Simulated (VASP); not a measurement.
Runs of VASP 6.6.1 on SiC. The structure is hexagonal, space group P6_3mc (No. 186). Conventional cell: a = 3.075 Å, b = 3.075 Å, c = 5.048 Å, α = 90.00°, β = 90.00°, γ = 120.00°. Si (site symmetry 3m) has 4 C at 1.88 to 1.90 Å within 2.5 Å. C (site symmetry 3m) has 4 Si at 1.88 to 1.90 Å within 2.5 Å. 

```csv
level,potentials or basis,k mesh,smearing,grid for exact exchange (PRECFOCK),share of exact exchange,gap on the mesh (eV),pressure (GPa),largest force (eV/Å)
r2SCANh,"VASP PAW PBE potentials, release 64 (Si, C)",6 × 6 × 4,gaussian 0.01 eV,Normal,0.1,3.24,-1.6,0.01
PBE0,"VASP PAW PBE potentials, release 64 (Si, C)",6 × 6 × 4,gaussian 0.01 eV,Normal,0.25,3.90,(a),0.02
PBE,"VASP PAW PBE potentials, release 64 (Si, C)",12 × 12 × 6,fermi-dirac 0.02 eV,-,-,2.27,3.5,-
PBE,"VASP PAW PBE potentials, release 64 (Si, C)",6 × 6 × 4,gaussian 0.01 eV,-,-,2.27,3.5,-
LDA,"VASP PAW LDA potentials, release 64 (Si, C)",12 × 12 × 6,gaussian 0.01 eV,-,-,2.15,(c),-
r2SCAN,"VASP PAW PBE potentials, release 64 (Si, C)",12 × 12 × 6,gaussian 0.01 eV,-,-,2.66,(b),-
```

Alike in all rows: task single point; no spin polarisation; cell as given; cutoff (eV) 520.

Q: Fill in the values left out.

A: (a) -1.7; (b) -0.2; (c) -3.8.

Caveats: the PAW data sets were made with another functional, which shifts forces and pressure a little (at least some runs); the cell stands under pressure (at least some runs); the cell stands under tension (at least some runs).

A k mesh can miss the band edges.
